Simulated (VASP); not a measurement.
# PbS (CsCl type) (Pm-3m) in VASP: further runs

PbS (CsCl type) is run at these levels: PBE; tasks: single point.

Program: VASP 6.6.1. These are calculated values, not measurements. Logs are shortened: lines on timing, memory, paths and dates and some standing lists are left out, and cuts for length are marked.

## (1) The cell of the first run

It takes space group Pm-3m (No. 221, cubic). Conventional cell: a = 3.568 Å, b = 3.568 Å, c = 3.568 Å, α = 90.00°, β = 90.00°, γ = 90.00°. Within 4.1 Å of Pb (site symmetry m-3m) lie 8 S at 3.09 Å and 6 Pb at 3.57 Å. Within 4.1 Å of S (site symmetry m-3m) lie 8 Pb at 3.09 Å and 6 S at 3.57 Å.

## (2) Single point, PBE

File INCAR:

```
SYSTEM = PbS
ALGO = Normal
EDIFF = 1E-7
ENCUT = 520
GGA = PE
ISIF = 2
ISMEAR = -1
LASPH = .TRUE.
LCHARG = .FALSE.
LREAL = .FALSE.
LWAVE = .FALSE.
NBANDS = 17
NELM = 60
PREC = Accurate
SIGMA = 0.08
```

File KPOINTS:

```
k-points
0
G
  12 12 12
  0 0 0
```

File POSCAR:

```
PbS
1.0
    3.5684092901      0.0000000000      0.0000000000
    0.0000000000      3.5684092901      0.0000000000
    0.0000000000      0.0000000000      3.5684092901
Pb S
1 1
Direct
    0.0000000000      0.0000000000      0.0000000000
    0.5000000000      0.5000000000      0.5000000000
```

Potentials or basis: VASP PAW PBE potentials, release 64 (Pb_d, S).

Run with:

```sh
$ cat potpaw_PBE.64/Pb_d/POTCAR potpaw_PBE.64/S/POTCAR > POTCAR
$ mpirun -np 1 vasp_std > vasp.out
```

OUTCAR:

```text
SYSTEM = PbS
   EDIFF = 1E-7
   ENCUT = 520
   GGA = PE
   ISIF = 2
   ISMEAR = -1
   LASPH = .TRUE.
   LREAL = .FALSE.
   NELM = 60
   PREC = Accurate

 ion  position               nearest neighbor table
   1  0.000  0.000  0.000-   2 3.09   2 3.09   2 3.09   2 3.09   2 3.09   2 3.09   2 3.09   2 3.09

   2  0.500  0.500  0.500-   1 3.09   1 3.09   1 3.09   1 3.09   1 3.09   1 3.09   1 3.09   1 3.09

  LATTYP: Found a simple cubic cell.
 ALAT       =     3.5684092901

  Lattice vectors:

 A1 = (   3.5684092901,   0.0000000000,   0.0000000000)
 A2 = (   0.0000000000,   3.5684092901,   0.0000000000)
 A3 = (   0.0000000000,   0.0000000000,   3.5684092901)

Analysis of symmetry for initial positions (statically):
=====================================================================
 Subroutine PRICEL returns:
 Original cell was already a primitive cell.

 Routine SETGRP: Setting up the symmetry group for a
 simple cubic supercell.

 Subroutine GETGRP returns: Found 48 space group operations
 (whereof 48 operations were pure point group operations)
 out of a pool of 48 trial point group operations.

The static configuration has the point symmetry O_h .

Analysis of symmetry for dynamics (positions and initial velocities):
=====================================================================
 Subroutine PRICEL returns:
 Original cell was already a primitive cell.

 Routine SETGRP: Setting up the symmetry group for a
 simple cubic supercell.

 Subroutine GETGRP returns: Found 48 space group operations
 (whereof 48 operations were pure point group operations)
 out of a pool of 48 trial point group operations.

The dynamic configuration has the point symmetry O_h .

 Subroutine INISYM returns: Found 48 space group operations
 (whereof 48 operations are pure point group operations),
 and found     1 'primitive' translations

----------------------------------------------------------------------------------------

                                     Primitive cell

  volume of cell :      45.4385

  direct lattice vectors                    reciprocal lattice vectors
     3.568409290  0.000000000  0.000000000     0.280236912  0.000000000  0.000000000
     0.000000000  3.568409290  0.000000000     0.000000000  0.280236912  0.000000000
     0.000000000  0.000000000  3.568409290     0.000000000  0.000000000  0.280236912

  length of vectors
     3.568409290  3.568409290  3.568409290     0.280236912  0.280236912  0.280236912

  position of ions in fractional coordinates (direct lattice)
     0.000000000  0.000000000  0.000000000
     0.500000000  0.500000000  0.500000000

  ion indices of the primitive-cell ions
   primitive index   ion index
                 1           1
                 2           2

----------------------------------------------------------------------------------------

 KPOINTS: k-points

Automatic generation of k-mesh.
 Grid dimensions read from file:
 generate k-points for:   12   12   12

 Generating k-lattice:

  Cartesian coordinates                     Fractional coordinates (reciprocal lattice)
     0.023353076  0.000000000  0.000000000     0.083333333  0.000000000  0.000000000
     0.000000000  0.023353076  0.000000000     0.000000000  0.083333333  0.000000000
     0.000000000  0.000000000  0.023353076     0.000000000  0.000000000  0.083333333

  Length of vectors
     0.023353076  0.023353076  0.023353076

  Shift w.r.t. Gamma in fractional coordinates (k-lattice)
     0.000000000  0.000000000  0.000000000

 Subroutine IBZKPT returns following result:
 ===========================================

 Found     84 irreducible k-points:

 Following reciprocal coordinates:
            Coordinates               Weight
  0.000000  0.000000  0.000000      1.000000
  0.083333  0.000000  0.000000      6.000000
  0.166667  0.000000  0.000000      6.000000
  0.250000  0.000000  0.000000      6.000000
  0.333333  0.000000  0.000000      6.000000
  0.416667  0.000000  0.000000      6.000000
[... 16 lines left out ...]
  0.333333  0.333333  0.000000     12.000000
  0.416667  0.333333  0.000000     24.000000
 [... further k-points ...]
   k-points           NKPTS =     84   k-points in BZ     NKDIM =     84   number of bands    NBANDS=     17
   number of dos      NEDOS =    301   number of ions     NIONS =      2
   total plane-waves  NPLWV =  21952
   dimension x,y,z NGX =    28 NGY =   28 NGZ =   28
   dimension x,y,z NGXF=    56 NGYF=   56 NGZF=   56
   ions per type =               1   1
   NGX,Y,Z   is equivalent  to a cutoff of  13.04, 13.04, 13.04 a.u.
   NGXF,Y,Z  is equivalent  to a cutoff of  26.09, 26.09, 26.09 a.u.
 SYSTEM =  PbS
   PREC   = accura    normal or accurate (medium, high low for compatibility)
   ISTART =      0    job   : 0-new  1-cont  2-samecut
   ICHARG =      2    charge: 1-file 2-atom 10-const
   ISPIN  =      1    spin polarized calculation?
   LNONCOLLINEAR =      F non collinear calculations
   LSORBIT =      F    spin-orbit coupling
   LASPH  =      T    aspherical Exc in radial PAW
   ENCUT  =  520.0 eV  38.22 Ry    6.18 a.u.   6.63  6.63  6.63*2*pi/ulx,y,z
   NELM   =     60;   NELMIN=  2; NELMDL= -5     # of ELM steps
   EDIFF  = 0.1E-06   stopping-criterion for ELM
   LREAL  =      F    real-space projection
   EDIFFG = 0.1E-05   stopping-criterion for IOM
   NSW    =      0    number of steps for IOM
   IBRION =     -1    ionic relax: 0-MD 1-quasi-New 2-CG
   NFREE  =      0    steps in history (QN), initial steepest desc. (CG)
   ISIF   =      2    stress and relaxation
   ISYM   =      2    0-nonsym 1-usesym 2-fastsym
   POTIM  = 0.5000    time-step for ionic-motion
   TEBEG  =    0.0;   TEEND  =   0.0 temperature during run
   PSTRESS=    0.0 pullay stress
   NELECT =      20.0000    total number of electrons
   NUPDOWN=      -1.0000    fix difference up-down
   EMIN   =  10.00;   EMAX   =-10.00  energy-range for DOS
   EFERMI =   0.00;   METHOD = LEGACY
   ISMEAR =    -1;   SIGMA  =   0.08  broadening in eV -4-tet -1-fermi 0-gaus
   EFERMI_NEDOS =   21; number of points for ismear=-14 and -15
   IALGO  =     38    algorithm
   IMIX   =      4    mixing-type and parameters
     AMIX     =   0.40;   BMIX     =  1.00
     AMIX_MAG =   1.60;   BMIX_MAG =  1.00
  volume/ion in A,a.u.               =      22.72       153.32
  Fermi-wavevector in a.u.,A,eV,Ry     =   1.245308  2.353291 21.099812  1.550792
  Thomas-Fermi vector in A             =   2.379536
   LORBIT       =      0    0 simple, 1 ext, 2 COOP (PROOUT), +10 PAW based schemes
   GGA     = PE    functional components
   LHFCALC =     F    Hartree Fock is set to
   AEXX    =    0.0000 exact exchange contribution
   IVDW    =     0    specifies the selected vdW correction
   LEPSILON=     F    determine dielectric tensor
   LRPA    =     F    only Hartree local field effects (RPA)
 non-spin polarized calculation
  energy-cutoff  :      520.00
  volume of cell :       45.44
 maximum number of plane-waves:      1241
 NGX is ok and might be reduce to    28
   NGX = 13   NGY = 13   NGZ = 13

 number of electron      20.0000002 magnetization

 Free energy of the ion-electron system (eV)
  ---------------------------------------------------
  ext. energy  EPLUGINS =         0.00000000
  ---------------------------------------------------
  free energy    TOTEN  =        -8.22001183 eV

  energy without entropy =       -8.20677556  energy(sigma->0) =       -8.21339369

 E-fermi :   6.9508     XC(G=0): -10.5173

 val. band max:        6.9318337746   @ k =   0.4167   0.4167   0.4167
 cond. band min:       7.0047059452   @ k =   0.5000   0.0000   0.0000
 fundamental gap:      0.0728721706
 Fermi energy:         6.9507812254

 k-point     1 :       0.0000    0.0000    0.0000
  band No.  band energies     occupation
      1      -9.9593      2.00000
      2      -9.9593      2.00000
      3      -9.6989      2.00000
      4      -9.6989      2.00000
      5      -9.6989      2.00000
      6      -6.7056      2.00000
[... 9 lines left out ...]
     16      19.9347      0.00000
     17      19.9347      0.00000

 k-point     2 :       0.0833    0.0000    0.0000
  band No.  band energies     occupation
      1      -9.9584      2.00000
      2      -9.9462      2.00000
      3      -9.7040      2.00000
      4      -9.7040      2.00000
      5      -9.6984      2.00000
      6      -6.6403      2.00000
[... 9 lines left out ...]
     16      19.8102      0.00000
     17      19.8192      0.00000

 k-point     3 :       0.1667    0.0000    0.0000
  band No.  band energies     occupation
      1      -9.9559      2.00000
      2      -9.9108      2.00000
      3      -9.7179      2.00000
      4      -9.7179      2.00000
      5      -9.6971      2.00000
      6      -6.4481      2.00000
[... 9 lines left out ...]
     16      19.5961      0.00000
     17      19.7765      0.00000

 k-point     4 :       0.2500    0.0000    0.0000
  band No.  band energies     occupation
      1      -9.9525      2.00000
      2      -9.8626      2.00000
      3      -9.7368      2.00000
      4      -9.7368      2.00000
      5      -9.6952      2.00000
      6      -6.1435      2.00000
[... 9 lines left out ...]
     16      18.4082      0.00000
     17      19.8624      0.00000
[... 343 lines left out ...]
      1      -9.8865      2.00000
      2      -9.8595      2.00000
      3      -9.7668      2.00000
      4      -9.7256      2.00000
      5      -9.7129      2.00000
      6      -4.8051      2.00000
[... 9 lines left out ...]
     16      18.4311      0.00000
     17      19.1514      0.00000

 k-point    23 :       0.3333    0.3333    0.0000
  band No.  band energies     occupation
      1      -9.8786      2.00000
      2      -9.8651      2.00000
      3      -9.7474      2.00000
      4      -9.7443      2.00000
      5      -9.7196      2.00000
      6      -4.9444      2.00000
[... 9 lines left out ...]
     16      17.7060      0.00000
     17      19.0508      0.00000

 k-point    24 :       0.4167    0.3333    0.0000
  band No.  band energies     occupation
      1      -9.8909      2.00000
      2      -9.8698      2.00000
      3      -9.7586      2.00000
      4      -9.7434      2.00000
      5      -9.6873      2.00000
      6      -4.6748      2.00000
[... 9 lines left out ...]
     16      17.7187      0.00000
     17      18.3775      0.00000

 [... further k-points ...]
[... 5 lines left out ...]
  --------------------------------------------------------------------------------------
  -------------------------------------------------------------------------------------
  Total        1.2538286      1.2538286      1.2538286     -0.0000000     -0.0000000      0.0000000
  in kB       44.2104324     44.2104324     44.2104324     -0.0000000     -0.0000000      0.0000000
  external PRESSURE =      44.2104324 kB  Pullay stress =       0.0000000 kB

 VOLUME and BASIS-vectors are now :
 -----------------------------------------------------------------------------
  energy-cutoff  :      520.00
  volume of cell :       45.44
      direct lattice vectors                 reciprocal lattice vectors
     3.568409290  0.000000000  0.000000000     0.280236912  0.000000000  0.000000000
     0.000000000  3.568409290  0.000000000     0.000000000  0.280236912  0.000000000
     0.000000000  0.000000000  3.568409290     0.000000000  0.000000000  0.280236912

 POSITION                                       TOTAL-FORCE (eV/Angst)
 -----------------------------------------------------------------------------------
      0.00000      0.00000      0.00000         0.000000      0.000000      0.000000
      1.78420      1.78420      1.78420         0.000000      0.000000      0.000000
 -----------------------------------------------------------------------------------
    total drift:                               -0.000000      0.000000      0.000000

  FREE ENERGIE OF THE ION-ELECTRON SYSTEM (eV)
  ---------------------------------------------------
  free  energy   TOTEN  =        -8.2200118294 eV

  energy  without entropy=       -8.2067755562  energy(sigma->0) =       -8.21339369
```

It took 34 s on 1 thread of Intel Xeon 6975P-C (Granite Rapids), shared host; peak memory 0.2 GiB.

What came out:

```
Free energy            : -8.2200 eV
Pressure               : 4.4 GPa
Band gap on the k mesh : zero (band 10 reaches 7.03 eV, above the bottom of band 11 at 6.29 eV)
```

Caveat: spin-orbit coupling is left out, which moves the levels of the heavy elements.

## (3) Single point, PBE

File INCAR:

```
PREC = Accurate
ENCUT = 520
EDIFF = 1E-7
ISMEAR = -1
SIGMA = 0.08
LREAL = False
LASPH = True
NELM = 100
ALGO = Normal
ISIF = 2
LWAVE = False
LCHARG = False
GGA = PE
NBANDS = 17
```

File KPOINTS:

```
Automatic mesh
0
Gamma
  12 12 12
```

POSCAR is that of step 2.

Potentials or basis: VASP PAW PBE potentials, release 64 (Pb_d, S).

Run with:

```sh
$ cat potpaw_PBE.64/Pb_d/POTCAR potpaw_PBE.64/S/POTCAR > POTCAR
$ mpirun -np 1 vasp_std > vasp.out
```

Wall time 26 s (1 thread of Intel Xeon 6975P-C (Granite Rapids), shared host); peak memory 0.2 GiB.

It converged, with:

```
Free energy            : -8.2200 eV
Pressure               : 4.4 GPa
Band gap on the k mesh : zero (band 10 reaches 7.03 eV, above the bottom of band 11 at 6.29 eV)
```

Levels at points of the mesh, in eV from the Fermi level:
| k point | band 8 | band 9 | band 10 | band 11 | band 12 | band 13 |
| --- | --- | --- | --- | --- | --- | --- |
| (0.00, 0.00, 0.00) | -1.79 | -1.79 | -1.79 | 5.39 | 5.39 | 7.06 |
| (0.50, 0.00, 0.00) | -0.56 | -0.56 | 0.05 | 0.41 | 4.07 | 4.07 |
| (0.50, 0.50, 0.00) | -4.87 | -4.87 | -0.36 | 4.46 | 4.46 | 6.38 |
| (0.50, 0.50, 0.50) | -2.64 | -2.64 | -2.64 | -0.66 | -0.66 | -0.66 |

Caveat: spin-orbit coupling is left out, which moves the levels of the heavy elements.
